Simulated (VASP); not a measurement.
A run of VASP 6.6.1:

The input INCAR:

```
SYSTEM = Pd
PREC = Accurate
ENCUT = 600
EDIFF = 1E-7
ISMEAR = 0
SIGMA = 0.1
LREAL = .FALSE.
LASPH = .TRUE.
NELM = 150
ALGO = Fast
ISIF = 4
LWAVE = .FALSE.
LCHARG = .FALSE.
ISPIN = 2
MAGMOM = 0.41 0.41
LORBIT = 11
LMAXMIX = 4
GGA = PE
IBRION = 2
NSW = 50
EDIFFG = -0.01
```

KPOINTS

```
regular mesh
0
G
  18 18 10
  0 0 0
```

File POSCAR:

```
Pd
1.0
    2.8311419161      0.0000000000      0.0000000000
   -1.4155709581      2.4518408211      0.0000000000
    0.0000000000      0.0000000000      4.7114942253
Pd
2
Direct
    0.6666666667      0.3333333333      0.7500000000
    0.3333333333      0.6666666667      0.2500000000
```

Potentials or basis: VASP PAW PBE potentials, release 64 (Pd).

Run with:

```bash
$ cat potpaw_PBE.64/Pd/POTCAR > POTCAR
$ mpirun -np 1 vasp_std > vasp.out
```

Hardware: 1 thread of Oxide Virtual Turin-like Processor, with other jobs on the host.

Question: How long does it take, and how much memory?

Answer: Wall time 4.1 min on 1 thread of Oxide Virtual Turin-like Processor, with other jobs on the host, peak memory 0.28 GiB. Counts: scf iterations 14, k points 222, ion steps 1.
